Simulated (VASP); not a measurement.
# SnO (P4/nmm) in VASP: notebook

The runs below take SnO through single point, with r2SCAN.

Program: VASP 6.6.1. These are calculated values, not measurements. Logs are shortened: lines on timing, memory, paths and dates and some standing lists are left out, and cuts for length are marked.

## Step 1: The cell of the first run

Symmetry: P4/nmm, No. 129, tetragonal system. Conventional cell: a = 3.793 Å, b = 3.793 Å, c = 4.711 Å, α = 90.00°, β = 90.00°, γ = 90.00°. Within 2.9 Å of Sn (site symmetry 4mm) lie 4 O at 2.22 Å. Within 2.9 Å of O (site symmetry -4m2) lie 4 Sn at 2.22 Å and 4 O at 2.68 Å.

## Step 2: Single point, r2SCAN (uniaxial z strain -1.0%)

Contents of POSCAR:

```
SnO
1.0
    3.7925880617      0.0000000000      0.0000000000
    0.0000000000      3.7925880617      0.0000000000
    0.0000000000      0.0000000000      4.7108033556
Sn O
2 2
Direct
    0.0000000000      0.5000000000      0.2430273738
    0.5000000000      0.0000000000      0.7569726262
    0.5000000000      0.5000000000      0.0000000000
    0.0000000000      0.0000000000      0.0000000000
```

Contents of INCAR.step1:

```
SYSTEM = SnO
PREC     = Accurate       ! precision mode
ENCUT    = 520            ! plane-wave cutoff, eV
ISMEAR   = -1             ! smearing method
SIGMA    = 0.02           ! smearing width, eV
LREAL    = .False.        ! projectors in reciprocal space
LASPH    = .True.         ! aspherical terms in the spheres
NELM     = 60             ! most SCF steps
NBANDS   = 28             ! bands
GGA      = PE             ! functional
ALGO     = Normal         ! electronic algorithm
EDIFF    = 1E-4           ! SCF threshold, eV
LWAVE    = .True.         ! write WAVECAR
LCHARG   = .False.        ! write CHGCAR
```

Contents of INCAR.step2:

```
SYSTEM = SnO
PREC     = Accurate       ! precision mode
ENCUT    = 520            ! plane-wave cutoff, eV
EDIFF    = 1E-7           ! SCF threshold, eV
ISMEAR   = -1             ! smearing method
SIGMA    = 0.02           ! smearing width, eV
LREAL    = .False.        ! projectors in reciprocal space
LASPH    = .True.         ! aspherical terms in the spheres
NELM     = 60             ! most SCF steps
ALGO     = Normal         ! electronic algorithm
ISIF     = 2              ! what is computed and relaxed
LWAVE    = .False.        ! write WAVECAR
LCHARG   = .False.        ! write CHGCAR
METAGGA  = R2SCAN         ! meta-GGA
LMIXTAU  = .True.       
NBANDS   = 28             ! bands
ISTART   = 1
```

Contents of KPOINTS:

```
Automatic mesh
0
Gamma
  6 6 6
  0 0 0
```

Potentials or basis: VASP PAW PBE potentials, release 64 (Sn_d, O).

The run is started by

```bash
cat potpaw_PBE.64/Sn_d/POTCAR potpaw_PBE.64/O/POTCAR > POTCAR
cp INCAR.step1 INCAR
mpirun -np 1 vasp_std > vasp.out
cp INCAR.step2 INCAR
mpirun -np 1 vasp_std > vasp.out
```

OUTCAR:

```text
SYSTEM = SnO
   PREC = Accurate
   ENCUT = 520
   EDIFF = 1E-7
   ISMEAR = -1
   LREAL = .False.
   LASPH = .True.
   NELM = 60
   ISIF = 2
   METAGGA = R2SCAN
   ISTART = 1

 ion  position               nearest neighbor table
   1  0.000  0.500  0.243-   3 2.22   4 2.22   4 2.22   3 2.22   2 3.53   2 3.53   2 3.53   2 3.53
                             2 3.61   2 3.61   2 3.61   2 3.61
   2  0.500  0.000  0.757-   3 2.22   4 2.22   3 2.22   4 2.22   1 3.53   1 3.53   1 3.53   1 3.53
                             1 3.61   1 3.61   1 3.61   1 3.61
   3  0.500  0.500  0.000-   1 2.22   2 2.22   2 2.22   1 2.22
   4  0.000  0.000  0.000-   1 2.22   2 2.22   1 2.22   2 2.22

  LATTYP: Found a simple tetragonal cell.
 ALAT       =     3.7925880617
 C/A-ratio  =     1.2421078374

  Lattice vectors:

 A1 = (   3.7925880617,   0.0000000000,   0.0000000000)
 A2 = (   0.0000000000,   3.7925880617,   0.0000000000)
 A3 = (   0.0000000000,   0.0000000000,   4.7108033556)

Analysis of symmetry for initial positions (statically):
=====================================================================
 Subroutine PRICEL returns:
 Original cell was already a primitive cell.

 Routine SETGRP: Setting up the symmetry group for a
 simple tetragonal supercell.

 Subroutine GETGRP returns: Found 16 space group operations
 (whereof  8 operations were pure point group operations)
 out of a pool of 16 trial point group operations.

The static configuration has the point symmetry D_2d.
 The point group associated with its full space group is D_4h.

Analysis of symmetry for dynamics (positions and initial velocities):
=====================================================================
 Subroutine PRICEL returns:
 Original cell was already a primitive cell.

 Routine SETGRP: Setting up the symmetry group for a
 simple tetragonal supercell.

 Subroutine GETGRP returns: Found 16 space group operations
 (whereof  8 operations were pure point group operations)
 out of a pool of 16 trial point group operations.

The dynamic configuration has the point symmetry D_2d.
 The point group associated with its full space group is D_4h.

 Subroutine INISYM returns: Found 16 space group operations
 (whereof  8 operations are pure point group operations),
 and found     1 'primitive' translations

----------------------------------------------------------------------------------------

                                     Primitive cell

  volume of cell :      67.7589

  direct lattice vectors                    reciprocal lattice vectors
     3.792588062  0.000000000  0.000000000     0.263672190  0.000000000  0.000000000
     0.000000000  3.792588062  0.000000000     0.000000000  0.263672190  0.000000000
     0.000000000  0.000000000  4.710803356     0.000000000  0.000000000  0.212278018

  length of vectors
     3.792588062  3.792588062  4.710803356     0.263672190  0.263672190  0.212278018

  position of ions in fractional coordinates (direct lattice)
     0.000000000  0.500000000  0.243027374
     0.500000000  0.000000000  0.756972626
     0.500000000  0.500000000  0.000000000
     0.000000000  0.000000000  0.000000000

  ion indices of the primitive-cell ions
   primitive index   ion index
                 1           1
                 2           2
                 3           3
                 4           4

----------------------------------------------------------------------------------------

 KPOINTS: Automatic mesh

Automatic generation of k-mesh.
 Grid dimensions read from file:
 generate k-points for:    6    6    6

 Generating k-lattice:

  Cartesian coordinates                     Fractional coordinates (reciprocal lattice)
     0.043945365  0.000000000  0.000000000     0.166666667  0.000000000  0.000000000
     0.000000000  0.043945365  0.000000000     0.000000000  0.166666667  0.000000000
     0.000000000  0.000000000  0.035379670     0.000000000  0.000000000  0.166666667

  Length of vectors
     0.043945365  0.043945365  0.035379670

  Shift w.r.t. Gamma in fractional coordinates (k-lattice)
     0.000000000  0.000000000  0.000000000

 Subroutine IBZKPT returns following result:
 ===========================================

 Found     40 irreducible k-points:

 Following reciprocal coordinates:
            Coordinates               Weight
  0.000000  0.000000  0.000000      1.000000
  0.166667  0.000000  0.000000      4.000000
  0.333333  0.000000  0.000000      4.000000
  0.500000  0.000000  0.000000      2.000000
  0.166667  0.166667  0.000000      4.000000
  0.333333  0.166667  0.000000      8.000000
[... 16 lines left out ...]
  0.333333  0.000000  0.333333      8.000000
  0.500000  0.000000  0.333333      4.000000
 [... further k-points ...]
   k-points           NKPTS =     40   k-points in BZ     NKDIM =     40   number of bands    NBANDS=     28
   number of dos      NEDOS =    301   number of ions     NIONS =      4
   total plane-waves  NPLWV =  28224
   dimension x,y,z NGX =    28 NGY =   28 NGZ =   36
   dimension x,y,z NGXF=    56 NGYF=   56 NGZF=   72
   ions per type =               2   2
   NGX,Y,Z   is equivalent  to a cutoff of  12.27, 12.27, 12.70 a.u.
   NGXF,Y,Z  is equivalent  to a cutoff of  24.55, 24.55, 25.41 a.u.
 SYSTEM =  SnO
   PREC   = accura    normal or accurate (medium, high low for compatibility)
   ISTART =      1    job   : 0-new  1-cont  2-samecut
   ICHARG =      0    charge: 1-file 2-atom 10-const
   ISPIN  =      1    spin polarized calculation?
   LNONCOLLINEAR =      F non collinear calculations
   LSORBIT =      F    spin-orbit coupling
   LASPH  =      T    aspherical Exc in radial PAW
   ENCUT  =  520.0 eV  38.22 Ry    6.18 a.u.   7.05  7.05  8.76*2*pi/ulx,y,z
   NELM   =     60;   NELMIN=  2; NELMDL=  0     # of ELM steps
   EDIFF  = 0.1E-06   stopping-criterion for ELM
   LREAL  =      F    real-space projection
   EDIFFG = 0.1E-05   stopping-criterion for IOM
   NSW    =      0    number of steps for IOM
   IBRION =     -1    ionic relax: 0-MD 1-quasi-New 2-CG
   NFREE  =      0    steps in history (QN), initial steepest desc. (CG)
   ISIF   =      2    stress and relaxation
   ISYM   =      2    0-nonsym 1-usesym 2-fastsym
   POTIM  = 0.5000    time-step for ionic-motion
   TEBEG  =    0.0;   TEEND  =   0.0 temperature during run
   PSTRESS=    0.0 pullay stress
   NELECT =      40.0000    total number of electrons
   NUPDOWN=      -1.0000    fix difference up-down
   EMIN   =  10.00;   EMAX   =-10.00  energy-range for DOS
   EFERMI =   0.00;   METHOD = LEGACY
   ISMEAR =    -1;   SIGMA  =   0.02  broadening in eV -4-tet -1-fermi 0-gaus
   EFERMI_NEDOS =   21; number of points for ismear=-14 and -15
   IALGO  =     38    algorithm
   IMIX   =      4    mixing-type and parameters
     AMIX     =   0.40;   BMIX     =  1.00
     AMIX_MAG =   1.60;   BMIX_MAG =  1.00
  volume/ion in A,a.u.               =      16.94       114.31
  Fermi-wavevector in a.u.,A,eV,Ry     =   1.373323  2.595204 25.660810  1.886016
  Thomas-Fermi vector in A             =   2.498850
   LORBIT       =      0    0 simple, 1 ext, 2 COOP (PROOUT), +10 PAW based schemes
   METAGGA = R2SCAN    functional components
   LHFCALC =     F    Hartree Fock is set to
   AEXX    =    0.0000 exact exchange contribution
   IVDW    =     0    specifies the selected vdW correction
   LEPSILON=     F    determine dielectric tensor
   LRPA    =     F    only Hartree local field effects (RPA)
 non-spin polarized calculation
  energy-cutoff  :      520.00
  volume of cell :       67.76
 maximum number of plane-waves:      1840
   NGX = 15   NGY = 15   NGZ = 17

 number of electron      40.0000001 magnetization

 Free energy of the ion-electron system (eV)
  ---------------------------------------------------
  ext. energy  EPLUGINS =         0.00000000
  ---------------------------------------------------
  free energy    TOTEN  =       -66.88197068 eV

  energy without entropy =      -66.88162589  energy(sigma->0) =      -66.88179829

 E-fermi :   7.5822     XC(G=0): -11.1457

 val. band max:        7.4560446174   @ k =   0.1667   0.0000   0.0000
 cond. band min:       7.5884746932   @ k =   0.5000   0.5000   0.0000
 fundamental gap:      0.1324300758
 Fermi energy:         7.5821851825

 k-point     1 :       0.0000    0.0000    0.0000
  band No.  band energies     occupation
      1     -15.4695      2.00000
      2     -14.8746      2.00000
      3     -14.8742      2.00000
      4     -14.8742      2.00000
      5     -14.8182      2.00000
      6     -14.8013      2.00000
[... 20 lines left out ...]
     27      14.5738      0.00000
     28      15.1540      0.00000

 k-point     2 :       0.1667    0.0000    0.0000
  band No.  band energies     occupation
      1     -15.4531      2.00000
      2     -14.9571      2.00000
      3     -14.8688      2.00000
      4     -14.8653      2.00000
      5     -14.8532      2.00000
      6     -14.8194      2.00000
[... 20 lines left out ...]
     27      14.8793      0.00000
     28      17.0329      0.00000

 k-point     3 :       0.3333    0.0000    0.0000
  band No.  band energies     occupation
      1     -15.4071      2.00000
      2     -15.1743      2.00000
      3     -14.8524      2.00000
      4     -14.8428      2.00000
      5     -14.8332      2.00000
      6     -14.8206      2.00000
[... 20 lines left out ...]
     27      15.3781      0.00000
     28      18.1245      0.00000

 k-point     4 :       0.5000    0.0000    0.0000
  band No.  band energies     occupation
      1     -15.3225      2.00000
      2     -15.3225      2.00000
      3     -14.8345      2.00000
      4     -14.8345      2.00000
      5     -14.8233      2.00000
      6     -14.8233      2.00000
[... 578 lines left out ...]
     27      16.0972      0.00000
     28      17.2349      0.00000

 k-point    23 :       0.3333    0.0000    0.3333
  band No.  band energies     occupation
      1     -15.4082      2.00000
      2     -15.2032      2.00000
      3     -14.8651      2.00000
      4     -14.8390      2.00000
      5     -14.8363      2.00000
      6     -14.8303      2.00000
[... 20 lines left out ...]
     27      16.5924      0.00000
     28      18.3699      0.00000

 k-point    24 :       0.5000    0.0000    0.3333
  band No.  band energies     occupation
      1     -15.3394      2.00000
      2     -15.3394      2.00000
      3     -14.8608      2.00000
      4     -14.8608      2.00000
      5     -14.8253      2.00000
      6     -14.8253      2.00000
[... 20 lines left out ...]
     27      17.2907      0.00000
     28      17.2907      0.00000

 [... further k-points ...]
[... 5 lines left out ...]
  --------------------------------------------------------------------------------------
  -------------------------------------------------------------------------------------
  Total        0.8247501      0.8247501      0.9547126      0.0000000      0.0000000      0.0000000
  in kB       19.5014369     19.5014369     22.5744365      0.0000000      0.0000000      0.0000000
  external PRESSURE =      20.5257701 kB  Pullay stress =       0.0000000 kB

 VOLUME and BASIS-vectors are now :
 -----------------------------------------------------------------------------
  energy-cutoff  :      520.00
  volume of cell :       67.76
      direct lattice vectors                 reciprocal lattice vectors
     3.792588062  0.000000000  0.000000000     0.263672190  0.000000000  0.000000000
     0.000000000  3.792588062  0.000000000     0.000000000  0.263672190  0.000000000
     0.000000000  0.000000000  4.710803356     0.000000000  0.000000000  0.212278018

 POSITION                                       TOTAL-FORCE (eV/Angst)
 -----------------------------------------------------------------------------------
      0.00000      1.89629      1.14485         0.000000      0.000000      0.130910
      1.89629      0.00000      3.56595        -0.000000      0.000000     -0.130910
      1.89629      1.89629      0.00000         0.000000     -0.000000      0.000000
      0.00000      0.00000      0.00000         0.000000      0.000000      0.000000
 -----------------------------------------------------------------------------------
    total drift:                                0.000000      0.000000     -0.000000

  FREE ENERGIE OF THE ION-ELECTRON SYSTEM (eV)
  ---------------------------------------------------
  free  energy   TOTEN  =       -66.8819706790 eV

  energy  without entropy=      -66.8816258936  energy(sigma->0) =      -66.88179829
```

It took 1.7 min on 1 thread of Intel Xeon 6975P-C (Granite Rapids), shared host; peak memory 0.21 GiB.

Results:

```yaml
Free_energy: -66.8820 eV
Pressure: 2.1 GPa
Largest_force: 0.131 eV/Å
Band_gap_on_the_k_mesh: zero (band 20 reaches 7.61 eV, above the bottom of band 21 at 7.59 eV)
```

Forces in eV/Å, atoms in the order of the input:
```
Sn   0.000  0.000  0.131
Sn   0.000  0.000 -0.131
O    0.000  0.000  0.000
O    0.000  0.000  0.000
```

Caveat: the cell differs from its parent crystal (uniaxial z strain -1.0%); the PAW data sets were made with another functional, which shifts forces and pressure a little; spin-orbit coupling is left out, which moves the levels of the heavy elements.

[end of part 1 of 2]
